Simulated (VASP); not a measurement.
CdSe: relaxation of cell and atoms with PBE

Crystal: CdSe.

```xyz
4
Lattice="4.3843 0.0000 0.0000 -2.1922 3.7969 0.0000 0.0000 0.0000 7.1541" Properties=species:S:1:pos:R:3 pbc="T T T"
Cd    2.1922    1.2656    3.5773
Cd    0.0000    2.5313    7.1543
Se    2.1922    1.2656    6.2657
Se    0.0000    2.5313    2.6887
```

```yaml
Program: VASP 6.6.1
Task: relaxation of cell and atoms
Functional: PBE
Potentials_or_basis: VASP PAW PBE potentials, release 64 (Cd, Se)
Cutoff: 600 eV
k_mesh: 12 × 12 × 6
Occupations: gaussian, width 0.02 eV
Spin: no spin polarisation
Dipole_correction: no
Further_INCAR_settings: ALGO = Normal; EDIFF = 1e-06; IBRION = 2; EDIFFG = -0.005; NSW = 100; ISIF = 3
```

The relaxed volume is 29.88 Å³/atom, the relaxed cell is a = 4.389 Å, b = 4.389 Å, c = 7.163 Å, α = 90.00°, β = 90.00°, γ = 120.00° and the space group after relaxing (to 0.1 Å) is P6_3mc (No. 186). The energy gained by relaxing is 0.1 meV/atom, the ionic steps are 4 and the pressure after relaxing is 0.0 GPa. The band gap on the k mesh is 0.53 eV.

Step by step:
| step | energy change (eV) | largest force (eV/Å) | pressure (GPa) | volume (Å³) |
| --- | --- | --- | --- | --- |
| 1 | 0.0000 | 0.0002 | 0.18 | 119.09 |
| 2 | -0.0003 | 0.0009 | -0.03 | 119.67 |
| 3 | -0.0003 | 0.0007 | -0.03 | 119.59 |
| 4 | -0.0003 | 0.0006 | 0.00 | 119.51 |

Final structure:
```
Cd Se
1.0
     4.38926    0.00000    0.00000
    -2.19463    3.80121    0.00000
     0.00000    0.00000    7.16322
Cd Se
2 2
Direct
  0.66667 0.33333 0.50003
  0.33333 0.66667 0.00003
  0.66667 0.33333 0.87583
  0.33333 0.66667 0.37583
```

Levels at points of the mesh, in eV from the valence-band top:
| k point | band 16 | band 17 | band 18 | band 19 | band 20 | band 21 |
| --- | --- | --- | --- | --- | --- | --- |
| (0.00, 0.00, 0.00) | -0.04 | 0.00 | 0.00 | 0.53 | 2.14 | 5.85 |
| (0.50, 0.00, 0.00) | -1.66 | -1.19 | -0.68 | 3.09 | 3.33 | 4.79 |
| (0.00, 0.00, 0.50) | -0.36 | -0.36 | -0.36 | 2.25 | 2.25 | 5.76 |
| (0.50, 0.00, 0.50) | -1.23 | -1.21 | -1.21 | 2.90 | 2.90 | 4.83 |

Run time: 6.9 min on 1 thread of AMD EPYC 7R13 Processor (Zen 3), with other jobs on the host, peak memory 0.4 GiB.

Caveat: semilocal functionals underestimate gaps, and a narrow one can read as zero.
